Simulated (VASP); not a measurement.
# SiO2 (P4_2/mnm) in VASP: a series of runs

The runs below take SiO2 through single point, with PBE.

All numbers are computed with VASP 6.6.1; they aren't measurements. Logs are shortened: lines on timing, memory, paths and dates and some standing lists are left out, and cuts for length are marked.

## (1) The cell of the first run

It takes space group P4_2/mnm (No. 136, tetragonal). Conventional cell: a = 4.299 Å, b = 4.299 Å, c = 3.013 Å, α = 90.00°, β = 90.00°, γ = 90.00°. Si (site symmetry mmm) has 6 O at 1.87 to 1.91 Å within 2.5 Å. Within 2.5 Å of O (site symmetry m2m) lie 3 Si at 1.87 to 1.91 Å and 1 O at 2.35 Å.

## (2) Single point, PBE

INCAR

```
ALGO = Normal
EDIFF = 1E-6
ENCUT = 520
GGA = PE
ISIF = 2
ISMEAR = 0
LASPH = T
LCHARG = F
LREAL = F
LWAVE = F
NBANDS = 25
NELM = 60
PREC = Accurate
SIGMA = 0.05
```

KPOINTS

```
k-points
0
Gamma
  6 6 8
```

POSCAR

```
SiO2
1.0
    4.2994000000      0.0000000000      0.0000000000
    0.0000000000      4.2994000000      0.0000000000
    0.0000000000      0.0000000000      3.0125000000
Si O
2 4
Direct
    0.5000000000      0.5000000000      0.5000000000
    0.0000000000      0.0000000000      0.0000000000
    0.6930127928      0.6930127928      0.0000000000
    0.1930127928      0.8069872072      0.5000000000
    0.3069872072      0.3069872072      0.0000000000
    0.8069872072      0.1930127928      0.5000000000
```

Potentials or basis: VASP PAW PBE potentials, release 64 (Si, O).

On the command line:

```bash
$ cat potpaw_PBE.64/Si/POTCAR potpaw_PBE.64/O/POTCAR > POTCAR
$ mpirun -np 1 vasp_std > vasp.out
```

OUTCAR:

```text
EDIFF = 1E-6
   ENCUT = 520
   GGA = PE
   ISIF = 2
   ISMEAR = 0
   LASPH = T
   LREAL = F
   NELM = 60
   PREC = Accurate

 ion  position               nearest neighbor table
   1  0.500  0.500  0.500-   4 1.87   6 1.87   5 1.91   3 1.91   3 1.91   5 1.91
   2  0.000  0.000  0.000-   3 1.87   5 1.87   4 1.91   6 1.91   4 1.91   6 1.91
   3  0.693  0.693  0.000-   2 1.87   1 1.91   1 1.91
   4  0.193  0.807  0.500-   1 1.87   2 1.91   2 1.91
   5  0.307  0.307  0.000-   2 1.87   1 1.91   1 1.91
   6  0.807  0.193  0.500-   1 1.87   2 1.91   2 1.91

  LATTYP: Found a simple tetragonal cell.
 ALAT       =     4.2994000000
 C/A-ratio  =     0.7006791645

  Lattice vectors:

 A1 = (   4.2994000000,   0.0000000000,   0.0000000000)
 A2 = (   0.0000000000,   4.2994000000,   0.0000000000)
 A3 = (   0.0000000000,   0.0000000000,   3.0125000000)

Analysis of symmetry for initial positions (statically):
=====================================================================
 Subroutine PRICEL returns:
 Original cell was already a primitive cell.

 Routine SETGRP: Setting up the symmetry group for a
 simple tetragonal supercell.

 Subroutine GETGRP returns: Found 16 space group operations
 (whereof  8 operations were pure point group operations)
 out of a pool of 16 trial point group operations.

The static configuration has the point symmetry D_2h.
 The point group associated with its full space group is D_4h.

Analysis of symmetry for dynamics (positions and initial velocities):
=====================================================================
 Subroutine PRICEL returns:
 Original cell was already a primitive cell.

 Routine SETGRP: Setting up the symmetry group for a
 simple tetragonal supercell.

 Subroutine GETGRP returns: Found 16 space group operations
 (whereof  8 operations were pure point group operations)
 out of a pool of 16 trial point group operations.

The dynamic configuration has the point symmetry D_2h.
 The point group associated with its full space group is D_4h.

 Subroutine INISYM returns: Found 16 space group operations
 (whereof  8 operations are pure point group operations),
 and found     1 'primitive' translations

----------------------------------------------------------------------------------------

                                     Primitive cell

  volume of cell :      55.6856

  direct lattice vectors                    reciprocal lattice vectors
     4.299400000  0.000000000  0.000000000     0.232590594  0.000000000  0.000000000
     0.000000000  4.299400000  0.000000000     0.000000000  0.232590594  0.000000000
     0.000000000  0.000000000  3.012500000     0.000000000  0.000000000  0.331950207

  length of vectors
     4.299400000  4.299400000  3.012500000     0.232590594  0.232590594  0.331950207

  position of ions in fractional coordinates (direct lattice)
     0.500000000  0.500000000  0.500000000
     0.000000000  0.000000000  0.000000000
     0.693012793  0.693012793  0.000000000
     0.193012793  0.806987207  0.500000000
     0.306987207  0.306987207  0.000000000
     0.806987207  0.193012793  0.500000000

  ion indices of the primitive-cell ions
   primitive index   ion index
                 1           1
                 2           2
                 3           3
                 4           4
                 5           5
                 6           6

----------------------------------------------------------------------------------------

 KPOINTS: k-points

Automatic generation of k-mesh.
 Grid dimensions read from file:
 generate k-points for:    6    6    8

 Generating k-lattice:

  Cartesian coordinates                     Fractional coordinates (reciprocal lattice)
     0.038765099  0.000000000  0.000000000     0.166666667  0.000000000  0.000000000
     0.000000000  0.038765099  0.000000000     0.000000000  0.166666667  0.000000000
     0.000000000  0.000000000  0.041493776     0.000000000  0.000000000  0.125000000

  Length of vectors
     0.038765099  0.038765099  0.041493776

  Shift w.r.t. Gamma in fractional coordinates (k-lattice)
     0.000000000  0.000000000  0.000000000

 Subroutine IBZKPT returns following result:
 ===========================================

 Found     50 irreducible k-points:

 Following reciprocal coordinates:
            Coordinates               Weight
  0.000000  0.000000  0.000000      1.000000
  0.166667  0.000000  0.000000      4.000000
  0.333333  0.000000  0.000000      4.000000
  0.500000  0.000000  0.000000      2.000000
  0.166667  0.166667  0.000000      4.000000
  0.333333  0.166667  0.000000      8.000000
[... 16 lines left out ...]
  0.333333  0.000000  0.250000      8.000000
  0.500000  0.000000  0.250000      4.000000
 [... further k-points ...]
   k-points           NKPTS =     50   k-points in BZ     NKDIM =     50   number of bands    NBANDS=     25
   number of dos      NEDOS =    301   number of ions     NIONS =      6
   total plane-waves  NPLWV =  24576
   dimension x,y,z NGX =    32 NGY =   32 NGZ =   24
   dimension x,y,z NGXF=    64 NGYF=   64 NGZF=   48
   ions per type =               2   4
   NGX,Y,Z   is equivalent  to a cutoff of  12.37, 12.37, 13.24 a.u.
   NGXF,Y,Z  is equivalent  to a cutoff of  24.75, 24.75, 26.49 a.u.
 SYSTEM =  unknown system
   PREC   = accura    normal or accurate (medium, high low for compatibility)
   ISTART =      0    job   : 0-new  1-cont  2-samecut
   ICHARG =      2    charge: 1-file 2-atom 10-const
   ISPIN  =      1    spin polarized calculation?
   LNONCOLLINEAR =      F non collinear calculations
   LSORBIT =      F    spin-orbit coupling
   LASPH  =      T    aspherical Exc in radial PAW
   ENCUT  =  520.0 eV  38.22 Ry    6.18 a.u.   7.99  7.99  5.60*2*pi/ulx,y,z
   NELM   =     60;   NELMIN=  2; NELMDL= -5     # of ELM steps
   EDIFF  = 0.1E-05   stopping-criterion for ELM
   LREAL  =      F    real-space projection
   EDIFFG = 0.1E-04   stopping-criterion for IOM
   NSW    =      0    number of steps for IOM
   IBRION =     -1    ionic relax: 0-MD 1-quasi-New 2-CG
   NFREE  =      0    steps in history (QN), initial steepest desc. (CG)
   ISIF   =      2    stress and relaxation
   ISYM   =      2    0-nonsym 1-usesym 2-fastsym
   POTIM  = 0.5000    time-step for ionic-motion
   TEBEG  =    0.0;   TEEND  =   0.0 temperature during run
   PSTRESS=    0.0 pullay stress
   NELECT =      32.0000    total number of electrons
   NUPDOWN=      -1.0000    fix difference up-down
   EMIN   =  10.00;   EMAX   =-10.00  energy-range for DOS
   EFERMI =   0.00;   METHOD = LEGACY
   ISMEAR =     0;   SIGMA  =   0.05  broadening in eV -4-tet -1-fermi 0-gaus
   EFERMI_NEDOS =   21; number of points for ismear=-14 and -15
   IALGO  =     38    algorithm
   IMIX   =      4    mixing-type and parameters
     AMIX     =   0.40;   BMIX     =  1.00
     AMIX_MAG =   1.60;   BMIX_MAG =  1.00
  volume/ion in A,a.u.               =       9.28        62.63
  Fermi-wavevector in a.u.,A,eV,Ry     =   1.361060  2.572030 25.204575  1.852484
  Thomas-Fermi vector in A             =   2.487669
   LORBIT       =      0    0 simple, 1 ext, 2 COOP (PROOUT), +10 PAW based schemes
   GGA     = PE    functional components
   LHFCALC =     F    Hartree Fock is set to
   AEXX    =    0.0000 exact exchange contribution
   IVDW    =     0    specifies the selected vdW correction
   LEPSILON=     F    determine dielectric tensor
   LRPA    =     F    only Hartree local field effects (RPA)
 non-spin polarized calculation
 Gauss-broadening in eV      SIGMA  =   0.05
  energy-cutoff  :      520.00
  volume of cell :       55.69
 maximum number of plane-waves:      1520
 NGX is ok and might be reduce to    32
   NGX = 15   NGY = 15   NGZ = 11

 number of electron      32.0000028 magnetization

 Free energy of the ion-electron system (eV)
  ---------------------------------------------------
  ext. energy  EPLUGINS =         0.00000000
  ---------------------------------------------------
  free energy    TOTEN  =       -45.02573780 eV

  energy without entropy =      -45.02573780  energy(sigma->0) =      -45.02573780

 E-fermi :   6.1999     XC(G=0): -11.4081

 val. band max:        5.9998202092   @ k =   0.0000   0.0000   0.0000
 cond. band min:       8.3669576374   @ k =   0.0000   0.0000   0.0000
 fundamental gap:      2.3671374282
 Fermi energy:         6.1998663665

 k-point     1 :       0.0000    0.0000    0.0000
  band No.  band energies     occupation
      1     -14.7296      2.00000
      2     -11.8033      2.00000
      3     -11.8033      2.00000
      4     -11.5584      2.00000
      5      -3.7693      2.00000
      6       0.5577      2.00000
[... 17 lines left out ...]
     24      18.6476      0.00000
     25      19.9853      0.00000

 k-point     2 :       0.1667    0.0000    0.0000
  band No.  band energies     occupation
      1     -14.6039      2.00000
      2     -12.2710      2.00000
      3     -11.7495      2.00000
      4     -11.3483      2.00000
      5      -3.5165      2.00000
      6       0.2176      2.00000
[... 17 lines left out ...]
     24      18.2308      0.00000
     25      19.4448      0.00000

 k-point     3 :       0.3333    0.0000    0.0000
  band No.  band energies     occupation
      1     -14.2383      2.00000
      2     -12.9748      2.00000
      3     -11.6057      2.00000
      4     -11.3042      2.00000
      5      -2.8486      2.00000
      6      -0.8755      2.00000
[... 17 lines left out ...]
     24      18.0678      0.00000
     25      18.5593      0.00000

 k-point     4 :       0.5000    0.0000    0.0000
  band No.  band energies     occupation
      1     -13.6709      2.00000
      2     -13.6709      2.00000
      3     -11.4270      2.00000
      4     -11.4270      2.00000
      5      -1.9303      2.00000
      6      -1.9303      2.00000
[... 17 lines left out ...]
     24      16.8089      0.00000
     25      19.6191      0.00000

 k-point     5 :       0.1667    0.1667    0.0000
  band No.  band energies     occupation
      1     -14.4817      2.00000
      2     -12.4102      2.00000
      3     -11.8738      2.00000
      4     -11.2934      2.00000
      5      -3.2672      2.00000
      6      -0.0613      2.00000
[... 17 lines left out ...]
     24      18.2583      0.00000
     25      19.0674      0.00000

 k-point     6 :       0.3333    0.1667    0.0000
  band No.  band energies     occupation
      1     -14.1284      2.00000
      2     -12.9476      2.00000
      3     -11.7877      2.00000
      4     -11.3627      2.00000
      5      -2.6186      2.00000
      6      -0.8412      2.00000
[... 17 lines left out ...]
     24      18.0992      0.00000
     25      18.6616      0.00000
[... 393 lines left out ...]
 k-point    21 :       0.0000    0.0000    0.2500
  band No.  band energies     occupation
      1     -14.1639      2.00000
      2     -11.7749      2.00000
      3     -11.6148      2.00000
      4     -11.6148      2.00000
      5      -3.6354      2.00000
      6       0.0478      2.00000
[... 17 lines left out ...]
     24      18.4849      0.00000
     25      18.5972      0.00000

 k-point    22 :       0.1667    0.0000    0.2500
  band No.  band energies     occupation
      1     -14.0510      2.00000
      2     -12.1068      2.00000
      3     -11.5879      2.00000
      4     -11.4741      2.00000
      5      -3.3801      2.00000
      6      -0.2911      2.00000
[... 17 lines left out ...]
     24      18.0832      0.00000
     25      18.8528      0.00000

 k-point    23 :       0.3333    0.0000    0.2500
  band No.  band energies     occupation
      1     -13.7258      2.00000
      2     -12.6524      2.00000
      3     -11.5205      2.00000
      4     -11.4175      2.00000
      5      -2.6860      2.00000
      6      -0.6856      2.00000
[... 17 lines left out ...]
     24      17.4749      0.00000
     25      19.0560      0.00000

 k-point    24 :       0.5000    0.0000    0.2500
  band No.  band energies     occupation
      1     -13.2324      2.00000
      2     -13.2324      2.00000
      3     -11.4485      2.00000
      4     -11.4485      2.00000
      5      -1.6958      2.00000
      6      -1.6958      2.00000
[... 17 lines left out ...]
     24      17.3448      0.00000
     25      18.8456      0.00000

 [... further k-points ...]
[... 5 lines left out ...]
  --------------------------------------------------------------------------------------
  -------------------------------------------------------------------------------------
  Total       -7.6189654     -7.6189654    -19.2283220      0.0000000      0.0000000      0.0000000
  in kB     -219.2117478   -219.2117478   -553.2344408      0.0000000      0.0000000      0.0000000
  external PRESSURE =    -330.5526454 kB  Pullay stress =       0.0000000 kB

 VOLUME and BASIS-vectors are now :
 -----------------------------------------------------------------------------
  energy-cutoff  :      520.00
  volume of cell :       55.69
      direct lattice vectors                 reciprocal lattice vectors
     4.299400000  0.000000000  0.000000000     0.232590594  0.000000000  0.000000000
     0.000000000  4.299400000  0.000000000     0.000000000  0.232590594  0.000000000
     0.000000000  0.000000000  3.012500000     0.000000000  0.000000000  0.331950207

 POSITION                                       TOTAL-FORCE (eV/Angst)
 -----------------------------------------------------------------------------------
      2.14970      2.14970      1.50625         0.000000     -0.000000     -0.000000
      0.00000      0.00000      0.00000         0.000000     -0.000000     -0.000000
      2.97954      2.97954      0.00000         0.175954      0.175954     -0.000000
      0.82984      3.46956      1.50625         0.175954     -0.175954     -0.000000
      1.31986      1.31986      0.00000        -0.175954     -0.175954      0.000000
      3.46956      0.82984      1.50625        -0.175954      0.175954     -0.000000
 -----------------------------------------------------------------------------------
    total drift:                                0.000000      0.000000     -0.000000

  FREE ENERGIE OF THE ION-ELECTRON SYSTEM (eV)
  ---------------------------------------------------
  free  energy   TOTEN  =       -45.0257378030 eV

  energy  without entropy=      -45.0257378030  energy(sigma->0) =      -45.02573780
```

It took 39 s on 1 thread of Intel Xeon 6975P-C (Granite Rapids), shared host; peak memory 0.19 GiB.

Results:

- Free energy: -45.0257 eV
- Pressure: -33.1 GPa
- Largest force: 0.249 eV/Å
- Band gap on the k mesh: 2.37 eV, direct

Forces on the atoms (eV/Å):
```
Si   0.000  0.000  0.000
Si   0.000  0.000  0.000
O    0.176  0.176  0.000
O    0.176 -0.176  0.000
O   -0.176 -0.176  0.000
O   -0.176  0.176  0.000
```

Levels at points of the mesh, in eV from the valence-band top:
| k point | band 14 | band 15 | band 16 | band 17 | band 18 | band 19 |
| --- | --- | --- | --- | --- | --- | --- |
| (0.00, 0.00, 0.00) | -0.66 | -0.66 | 0.00 | 2.37 | 4.75 | 6.09 |
| (0.50, 0.00, 0.00) | -2.48 | -0.79 | -0.79 | 4.97 | 4.97 | 6.80 |
| (0.50, 0.50, 0.00) | -2.45 | -1.45 | -1.45 | 4.72 | 4.72 | 7.65 |
| (0.00, 0.00, 0.50) | -2.46 | -1.99 | -1.99 | 6.87 | 6.87 | 10.87 |
| (0.50, 0.00, 0.50) | -1.68 | -1.26 | -1.26 | 6.92 | 6.92 | 8.66 |
| (0.50, 0.50, 0.50) | -1.22 | -1.08 | -1.08 | 5.33 | 5.33 | 10.00 |

## (3) Single point, PBE

This run uses another cell than the first one, of 9.30 Å³/atom, 1.002 times its volume.

INCAR

```
  PREC = Accurate
  ENCUT = 520
  EDIFF = 1E-6
  ISMEAR = 0
  SIGMA = 0.05
  LREAL = False
  LASPH = True
  NELM = 80
  ALGO = Normal
  ISIF = 2
  LWAVE = False
  LCHARG = True
  GGA = PE
  LELF = True
  LVHAR = True
  NBANDS = 25
```

KPOINTS

```
regular mesh
0
Gamma
  6 6 8
```

POSCAR, as its differences from that of step 2:

```diff
@@ -2,5 +2,5 @@
 1.0
-    4.2994000000      0.0000000000      0.0000000000
-    0.0000000000      4.2994000000      0.0000000000
-    0.0000000000      0.0000000000      3.0125000000
+    4.3630000000      0.0000000000      0.0000000000
+    0.0000000000      4.3630000000      0.0000000000
+    0.0000000000      0.0000000000      2.9319000000
 Si O
```

Potentials or basis: VASP PAW PBE potentials, release 64 (Si, O).

On the command line:

```bash
$ cat potpaw_PBE.64/Si/POTCAR potpaw_PBE.64/O/POTCAR > POTCAR
$ mpirun -np 1 vasp_std > vasp.out
```

Wall time 39 s (1 thread of Intel Xeon 6975P-C (Granite Rapids), shared host); peak memory 0.18 GiB.

It converged, with:

```yaml
Free_energy: -45.2779 eV
Pressure: -33.0 GPa
Largest_force: 0.201 eV/Å
Band_gap_on_the_k_mesh: 2.49 eV, direct
```

Forces in eV/Å, atoms in the order of the input:
```
Si   0.000  0.000  0.000
Si   0.000  0.000  0.000
O   -0.142 -0.142  0.000
O   -0.142  0.142  0.000
O    0.142  0.142  0.000
O    0.142 -0.142  0.000
```

Stress tensor (GPa, compression positive):
```
-25.14   0.00   0.00
  0.00 -25.14   0.00
  0.00   0.00 -48.79
```

Levels at points of the mesh, in eV from the valence-band top:
| k point | band 13 | band 14 | band 15 | band 16 | band 17 | band 18 | band 19 | band 20 |
| --- | --- | --- | --- | --- | --- | --- | --- | --- |
| (0.00, 0.00, 0.00) | -2.51 | -0.71 | -0.71 | 0.00 | 2.49 | 5.16 | 6.49 | 6.49 |
| (0.50, 0.00, 0.00) | -2.46 | -2.46 | -0.84 | -0.84 | 5.11 | 5.11 | 7.17 | 7.17 |
| (0.50, 0.50, 0.00) | -2.37 | -2.37 | -1.59 | -1.59 | 4.92 | 4.92 | 7.92 | 7.92 |
| (0.00, 0.00, 0.50) | -2.40 | -2.40 | -2.06 | -2.06 | 6.81 | 6.81 | 10.91 | 10.91 |
| (0.50, 0.00, 0.50) | -1.79 | -1.79 | -1.32 | -1.32 | 6.83 | 6.83 | 8.32 | 8.32 |
| (0.50, 0.50, 0.50) | -1.35 | -1.35 | -1.15 | -1.15 | 5.24 | 5.24 | 9.76 | 9.76 |
